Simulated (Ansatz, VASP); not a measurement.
# Zn2S: VASP beside Ansatz

```
Zn S
1.0
     4.20521    0.00000    0.00000
    -2.10260    3.64181    0.00000
     0.00000    0.00000    3.56970
Zn S
2 1
Direct
  0.33333 0.66667 0.50000
  0.66667 0.33333 0.50000
  0.00000 0.00000 0.00000
```

Alike in both runs: functional PBE; k mesh 6 × 6 × 6; occupations gaussian, width 0.1 eV; no spin polarisation.

Ansatz relaxed the structure, and its values are those at the end. VASP's run is a single point on that final structure, the one shown.

|  | VASP | Ansatz |
| --- | --- | --- |
| version | VASP 6.6.1 | Ansatz 0.2.0 |
| potentials or method | VASP PAW PBE potentials, release 64 (Zn, S), cutoff 520 eV | scalar-relativistic, plane waves, PAW |
| valence electrons in the cell | 30 | 30 |

```tsv
	VASP	Ansatz	Ansatz less VASP
gap on the k mesh at the Fermi level (eV)	none	none	-
pressure (GPa)	0.2	0.0	-0.15
```

A gap of «none» marks a metal or a gap that the smearing closes.
